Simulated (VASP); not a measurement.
Wanted: the native input for a VASP 6.6.1 run.

| Quantity | Value |
| --- | --- |
| Task | single point |
| Functional | revPBE |
| Potentials or basis | VASP PAW PBE potentials, release 64 (Cu) |
| Cutoff | 520 eV |
| k mesh | 14 × 14 × 14 |
| Occupations | fermi-dirac, width 0.1 eV |
| Spin | no spin polarisation |
| Dipole correction | no |
| Further INCAR settings | ALGO = Normal; EDIFF = 1e-06; NBANDS = 12 |

The structure of Cu lies in POSCAR:

```
Cu
1.0
    2.3286180293      0.0000000000      0.0000000000
    0.0000000000      2.3286180293      0.0000000000
    0.0000000000      0.0000000000      2.3286180293
Cu
1
Direct
    0.0000000000      0.0000000000      0.0000000000
```

This cell differs from its parent crystal: volume scaled by 0.88.

These files were run (other wordings do the same):

INCAR

```
PREC = Accurate ; ENCUT = 520
EDIFF = 1E-6 ; ISMEAR = -1
SIGMA = 0.1 ; LREAL = F
LASPH = T ; NELM = 80
ALGO = Normal ; ISIF = 2
LWAVE = F ; LCHARG = F
GGA = RE ; NBANDS = 12
```

KPOINTS

```
Automatic mesh
0
Gamma
  14 14 14
```

Potentials or basis: VASP PAW PBE potentials, release 64 (Cu).

Command:

```console
$ cat potpaw_PBE.64/Cu/POTCAR > POTCAR
$ mpirun -np 1 vasp_std > vasp.out
```

It gave:

```yaml
Pressure: 16.8 GPa
```

Caveat: the PAW data sets were made with another functional, which shifts forces and pressure a little.

Wall time 7.7 s on 1 thread of Intel(R) Xeon(R) Platinum 8488C (Sapphire Rapids), on a shared host, peak memory 0.12 GiB.
